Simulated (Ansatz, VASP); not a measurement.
# C in VASP and in Ansatz

Contents of INCAR:

```
ALGO = Normal
EDIFF = 1E-6
ENCUT = 600
GGA = PE
GGA_COMPAT = F
ISIF = 2
ISMEAR = -1
LASPH = T
LCHARG = T
LELF = T
LREAL = F
LVHAR = T
LWAVE = F
NBANDS = 11
NELM = 120
PREC = Accurate
SIGMA = 0.03
```

KPOINTS

```
k-points
0
Gamma
  17 17 9
```

The input POSCAR:

```
C
1.0
    2.1719796404      0.0000000000      0.0000000000
   -1.0859898202      1.8809895451      0.0000000000
    0.0000000000      0.0000000000      3.6109407222
C
2
Direct
    0.3333333333      0.6666666667      0.2500000000
    0.6666666667      0.3333333333      0.7500000000
```

Input for Ansatz:

```yaml
crystal:
  lattice:
    - [2.1719796404, 0.0, 0.0]
    - [-1.0859898202, 1.8809895451, 0.0]
    - [0.0, 0.0, 3.6109407222]
  atoms:
    - { symbol: C, position: [0.3333333333, 0.6666666667, 0.25] }
    - { symbol: C, position: [0.6666666667, 0.3333333333, 0.75] }
kpoints:
  mp_grid: { grid: [17, 17, 9] }
scf:
  occupations: { method: fermi_dirac, width: 0.03 }
hamiltonian:
  xc: pbe
  pseudopotentials: { kind: all_electron, lapw: { basis_error: 0.001 } }
output:
  forces: true
  stress: true
  eigenvalues: true
```

Change from the starting cell: volume scaled by 1.06.

Alike in both runs: task single point; functional PBE; k mesh 17 × 17 × 9; occupations fermi-dirac, width 0.03 eV; no spin polarisation.

|  | VASP | Ansatz |
| --- | --- | --- |
| version | VASP 6.6.1 | Ansatz 0.2.0 |
| potentials or method | VASP PAW PBE potentials, release 64 (C), cutoff 600 eV | all-electron LAPW, scalar-relativistic |

|  | VASP | Ansatz | Ansatz less VASP |
| --- | --- | --- | --- |
| pressure (GPa) | -8.1 | -8.0 | +0.10 |
| traceless stress, the component that is largest in VASP (GPa) | -0.78 | -0.77 | +0.004 |

Ansatz ran all-electron here, and VASP with PAW potentials.
